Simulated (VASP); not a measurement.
# W (Fm-3m) in VASP: a series of runs, part 3 of 3

VASP 6.6.1. Earlier steps stand in the parts before.

## Step 6: Relaxation of cell and atoms, PBE

This run uses another cell than the first one, of 15.88 Å³/atom.

Contents of INCAR:

```
SYSTEM = W
PREC = Accurate
ENCUT = 500
EDIFF = 1E-7
ISMEAR = 0
SIGMA = 0.05
LREAL = .FALSE.
LASPH = .TRUE.
NELM = 120
ALGO = Normal
ISIF = 3
LWAVE = .FALSE.
LCHARG = .FALSE.
GGA = PE
IBRION = 2
NSW = 80
EDIFFG = -0.01
GGA_COMPAT = .FALSE.
NELMIN = 4
```

Contents of KPOINTS:

```
regular mesh
0
G
  11 11 11
  0 0 0
```

Contents of POSCAR:

```
W
1.0
    0.0000000000      1.9950000000      1.9950000000
    1.9950000000      0.0000000000      1.9950000000
    1.9950000000      1.9950000000      0.0000000000
W
1
Direct
    0.0000000000      0.0000000000      0.0000000000
```

Potentials or basis: VASP PAW PBE potentials, release 64 (W_sv).

Launch:

```sh
$ cat potpaw_PBE.64/W_sv/POTCAR > POTCAR
$ mpirun -np 1 vasp_std > vasp.out
```

OUTCAR:

```text
SYSTEM = W
   PREC = Accurate
   ENCUT = 500
   EDIFF = 1E-7
   ISMEAR = 0
   LREAL = .FALSE.
   LASPH = .TRUE.
   NELM = 120
   ISIF = 3
   GGA = PE
   IBRION = 2
   NSW = 80
   EDIFFG = -0.01
   NELMIN = 4

 ion  position               nearest neighbor table
   1  0.000  0.000  0.000-

  LATTYP: Found a face centered cubic cell.
 ALAT       =     3.9900000000

  Lattice vectors:

 A1 = (   0.0000000000,   1.9950000000,   1.9950000000)
 A2 = (   1.9950000000,   0.0000000000,   1.9950000000)
 A3 = (   1.9950000000,   1.9950000000,   0.0000000000)

Analysis of symmetry for initial positions (statically):
=====================================================================
 Subroutine PRICEL returns:
 Original cell was already a primitive cell.

 Routine SETGRP: Setting up the symmetry group for a
 face centered cubic supercell.

 Subroutine GETGRP returns: Found 48 space group operations
 (whereof 48 operations were pure point group operations)
 out of a pool of 48 trial point group operations.

The static configuration has the point symmetry O_h .

Analysis of symmetry for dynamics (positions and initial velocities):
=====================================================================
 Subroutine PRICEL returns:
 Original cell was already a primitive cell.

 Routine SETGRP: Setting up the symmetry group for a
 face centered cubic supercell.

 Subroutine GETGRP returns: Found 48 space group operations
 (whereof 48 operations were pure point group operations)
 out of a pool of 48 trial point group operations.

The dynamic configuration has the point symmetry O_h .

 Subroutine INISYM returns: Found 48 space group operations
 (whereof 48 operations are pure point group operations),
 and found     1 'primitive' translations

----------------------------------------------------------------------------------------

                                     Primitive cell

  volume of cell :      15.8803

  direct lattice vectors                    reciprocal lattice vectors
     0.000000000  1.995000000  1.995000000    -0.250626566  0.250626566  0.250626566
     1.995000000  0.000000000  1.995000000     0.250626566 -0.250626566  0.250626566
     1.995000000  1.995000000  0.000000000     0.250626566  0.250626566 -0.250626566

  length of vectors
     2.821356057  2.821356057  2.821356057     0.434097947  0.434097947  0.434097947

  position of ions in fractional coordinates (direct lattice)
     0.000000000  0.000000000  0.000000000

  ion indices of the primitive-cell ions
   primitive index   ion index
                 1           1

----------------------------------------------------------------------------------------

 KPOINTS: regular mesh

Automatic generation of k-mesh.
 Grid dimensions read from file:
 generate k-points for:   11   11   11

 Generating k-lattice:

  Cartesian coordinates                     Fractional coordinates (reciprocal lattice)
    -0.022784233  0.022784233  0.022784233     0.090909091  0.000000000  0.000000000
     0.022784233 -0.022784233  0.022784233     0.000000000  0.090909091  0.000000000
     0.022784233  0.022784233 -0.022784233     0.000000000  0.000000000  0.090909091

  Length of vectors
     0.039463450  0.039463450  0.039463450
[... 37 lines left out ...]
   number of dos      NEDOS =    301   number of ions     NIONS =      1
   total plane-waves  NPLWV =  13824
   dimension x,y,z NGX =    24 NGY =   24 NGZ =   24
   dimension x,y,z NGXF=    48 NGYF=   48 NGZF=   48
   ions per type =               1
   NGX,Y,Z   is equivalent  to a cutoff of  14.14, 14.14, 14.14 a.u.
   NGXF,Y,Z  is equivalent  to a cutoff of  28.28, 28.28, 28.28 a.u.
 SYSTEM =  W
   PREC   = accura    normal or accurate (medium, high low for compatibility)
   ISTART =      0    job   : 0-new  1-cont  2-samecut
   ICHARG =      2    charge: 1-file 2-atom 10-const
   ISPIN  =      1    spin polarized calculation?
   LNONCOLLINEAR =      F non collinear calculations
   LSORBIT =      F    spin-orbit coupling
   LASPH  =      T    aspherical Exc in radial PAW
   ENCUT  =  500.0 eV  36.75 Ry    6.06 a.u.   5.14  5.14  5.14*2*pi/ulx,y,z
   NELM   =    120;   NELMIN=  4; NELMDL= -5     # of ELM steps
   EDIFF  = 0.1E-06   stopping-criterion for ELM
   LREAL  =      F    real-space projection
   EDIFFG = -.1E-01   stopping-criterion for IOM
   NSW    =     80    number of steps for IOM
   IBRION =      2    ionic relax: 0-MD 1-quasi-New 2-CG
   NFREE  =      1    steps in history (QN), initial steepest desc. (CG)
   ISIF   =      3    stress and relaxation
   ISYM   =      2    0-nonsym 1-usesym 2-fastsym
   POTIM  = 0.5000    time-step for ionic-motion
   TEBEG  =    0.0;   TEEND  =   0.0 temperature during run
   PSTRESS=    0.0 pullay stress
   NELECT =      14.0000    total number of electrons
   NUPDOWN=      -1.0000    fix difference up-down
   EMIN   =  10.00;   EMAX   =-10.00  energy-range for DOS
   EFERMI =   0.00;   METHOD = LEGACY
   ISMEAR =     0;   SIGMA  =   0.05  broadening in eV -4-tet -1-fermi 0-gaus
   EFERMI_NEDOS =   21; number of points for ismear=-14 and -15
   IALGO  =     38    algorithm
   IMIX   =      4    mixing-type and parameters
     AMIX     =   0.40;   BMIX     =  1.00
     AMIX_MAG =   1.60;   BMIX_MAG =  1.00
  volume/ion in A,a.u.               =      15.88       107.17
  Fermi-wavevector in a.u.,A,eV,Ry     =   1.569753  2.966403 33.526442  2.464124
  Thomas-Fermi vector in A             =   2.671588
   LORBIT       =      0    0 simple, 1 ext, 2 COOP (PROOUT), +10 PAW based schemes
   GGA     = PE    functional components
   LHFCALC =     F    Hartree Fock is set to
   AEXX    =    0.0000 exact exchange contribution
   IVDW    =     0    specifies the selected vdW correction
   LEPSILON=     F    determine dielectric tensor
   LRPA    =     F    only Hartree local field effects (RPA)
 conjugate gradient relaxation of ions
 non-spin polarized calculation
 Gauss-broadening in eV      SIGMA  =   0.05
  energy-cutoff  :      500.00
  volume of cell :       15.88
 maximum number of plane-waves:       415
 NGX is ok and might be reduce to    24
   NGX = 11   NGY = 11   NGZ = 11

--------------------------------------- Ionic step        1  -------------------------------------------

 number of electron      14.0000000 magnetization

 Free energy of the ion-electron system (eV)
  ---------------------------------------------------
  ext. energy  EPLUGINS =         0.00000000
  ---------------------------------------------------
  free energy    TOTEN  =       -12.46105285 eV

  energy without entropy =      -12.46032300  energy(sigma->0) =      -12.46068793

------------------------ aborting loop because EDIFF is reached ----------------------------------------

  FORCE on cell =-STRESS in cart. coord.  units (eV):
  Direction    XX          YY          ZZ          XY          YZ          ZX
  --------------------------------------------------------------------------------------
  -------------------------------------------------------------------------------------
  Total        1.1458293      1.1458293      1.1458293      0.0000000      0.0000000      0.0000000
  in kB      115.6037159    115.6037159    115.6037159      0.0000000      0.0000000      0.0000000
  external PRESSURE =     115.6037159 kB  Pullay stress =       0.0000000 kB
[... 22 lines left out ...]
--------------------------------------- Ionic step        2  -------------------------------------------

 number of electron      14.0000002 magnetization

 E-fermi :   8.8443     XC(G=0): -12.7318

 val. band max:        8.8419669909   @ k =  -0.2727   0.0909   0.0000
 cond. band min:       8.8753721052   @ k =   0.1818   0.0909   0.0000
 fundamental gap:      0.0334051143
 Fermi energy:         8.8442874052

 k-point     1 :       0.0000    0.0000    0.0000
  band No.  band energies     occupation
      1     -65.1152      2.00000
      2     -28.8750      2.00000
      3     -28.8750      2.00000
      4     -28.8750      2.00000
      5       0.5012      2.00000
      6       8.3883      2.00000
      7       8.3883      2.00000
      8       8.3883      2.00000
      9      10.9807      0.00000
     10      10.9807      0.00000
     11      21.4089      0.00000
[... 391 lines left out ...]
--------------------------------------- Ionic step        4  -------------------------------------------

 number of electron      14.0000002 magnetization

 Free energy of the ion-electron system (eV)
  ---------------------------------------------------
  ext. energy  EPLUGINS =         0.00000000
  ---------------------------------------------------
  free energy    TOTEN  =       -12.48148207 eV

  energy without entropy =      -12.48062299  energy(sigma->0) =      -12.48105253

 E-fermi :  10.4404     XC(G=0): -13.4164

 val. band max:       10.4014572376   @ k =  -0.2727   0.0909   0.0000
 cond. band min:      10.4625306790   @ k =   0.1818   0.0909   0.0000
 fundamental gap:      0.0610734414
 Fermi energy:        10.4404263938

 k-point     1 :       0.0000    0.0000    0.0000
  band No.  band energies     occupation
      1     -63.2382      2.00000
      2     -26.8730      2.00000
      3     -26.8730      2.00000
      4     -26.8730      2.00000
      5       1.4675      2.00000
      6       9.8894      2.00000
      7       9.8894      2.00000
      8       9.8894      2.00000
      9      12.9991      0.00000
     10      12.9991      0.00000
     11      23.2250      0.00000
[... 350 lines left out ...]
  FREE ENERGIE OF THE ION-ELECTRON SYSTEM (eV)
  ---------------------------------------------------
  free  energy   TOTEN  =       -12.4814820740 eV

  energy  without entropy=      -12.4806229920  energy(sigma->0) =      -12.48105253

 reached required accuracy - stopping structural energy minimisation
```

OSZICAR:

```text
N       E                     dE             d eps       ncg     rms          rms(c)
DAV:   1     0.751942723469E+02    0.75194E+02   -0.76150E+03  1232   0.141E+03
DAV:   2    -0.114719580881E+02   -0.86666E+02   -0.84008E+02  1331   0.326E+02
DAV:   3    -0.130376959944E+02   -0.15657E+01   -0.15495E+01  1373   0.431E+01
DAV:   4    -0.130468608390E+02   -0.91648E-02   -0.91642E-02  1313   0.352E+00
[... 36 lines left out ...]
DAV:   3    -0.124814793851E+02    0.62852E-04   -0.18114E-04  1292   0.176E-01    0.464E-02
DAV:   4    -0.124814823464E+02   -0.29614E-05   -0.41545E-06  1280   0.275E-02    0.541E-03
DAV:   5    -0.124814821653E+02    0.18109E-06   -0.34202E-07  1295   0.761E-03    0.264E-04
DAV:   6    -0.124814820634E+02    0.10194E-06   -0.33848E-09   625   0.913E-04    0.102E-04
DAV:   7    -0.124814820740E+02   -0.10624E-07   -0.41845E-10   622   0.313E-04
   4 F= -.12481482E+02 E0= -.12481053E+02  d E =-.204292E-01
```

CONTCAR:

```text
W
   1.00000000000000
     0.0000000000000000    2.0192973889991190    2.0192973889991190
     2.0192973889991190   -0.0000000000000000    2.0192973889991190
     2.0192973889991190    2.0192973889991190    0.0000000000000000
  W
     1
Direct
     0.0000000000000000    0.0000000000000000    0.0000000000000000

  0.00000000E+00  0.00000000E+00  0.00000000E+00
```

Wall time 22 s (1 thread of Intel Xeon Platinum 8375C at 2.90GHz (Ice Lake), shared host); peak memory 0.15 GiB.

What came out:

- Free energy: -12.4815 eV
- Relaxed volume: 16.47 Å³/atom
- Relaxed cell: a = 2.856 Å, b = 2.856 Å, c = 2.856 Å, α = 60.00°, β = 60.00°, γ = 60.00°
- Space group after relaxing (to 0.1 Å): Fm-3m (No. 225)
- Energy gained by relaxing: 20.4 meV/atom
- Ionic steps: 4
- Pressure after relaxing: 0.0 GPa
- Band gap on the k mesh: zero (bands 7 and 8 overlap by 3.19 eV)

The path:
```
step  energy change (eV)  largest force (eV/Å)  pressure (GPa)  volume (Å³)
   1              0.0000                0.0000           11.56        15.88
   2              0.1936                0.0000          -27.73        18.66
   3             -0.0204                0.0000           -0.55        16.50
   4             -0.0204                0.0000           -0.03        16.47
```

Final structure:
```
CELL_PARAMETERS angstrom
0.00000 2.01930 2.01930
2.01930 0.00000 2.01930
2.01930 2.01930 0.00000
ATOMIC_POSITIONS crystal
W 0.00000 0.00000 0.00000
```

Caveat: spin-orbit coupling is left out, which moves the levels of the heavy elements.

## Step 7: Overview

| task | cell | gap on the mesh (eV) | pressure (GPa) |
| --- | --- | --- | --- |
| single point | a = 2.824 Å, angles 60.0°, 1 atom | none | 10.5 |
| single point | a = 2.798 Å, angles 60.0°, 1 atom | none | 20.7 |
| single point | a = 2.854 Å, angles 60.0°, 1 atom | none | 0.4 |
| single point | a = 2.839 Å, angles 60.0°, 1 atom | none | 5.5 |
| relaxation of cell and atoms | relaxed from a = 2.821 Å, angles 60.0°, 1 atom | none | 0.0 |

Alike in all rows: level PBE; potentials or basis VASP PAW PBE potentials, release 64 (W_sv); no spin polarisation; k mesh 11 × 11 × 11; cutoff (eV) 500; smearing gaussian 0.05 eV.

Caveats: spin-orbit coupling is left out, which moves the levels of the heavy elements; the cell stands under pressure (at least some runs).

Absolute energies hang on the potentials; compare differences alone.
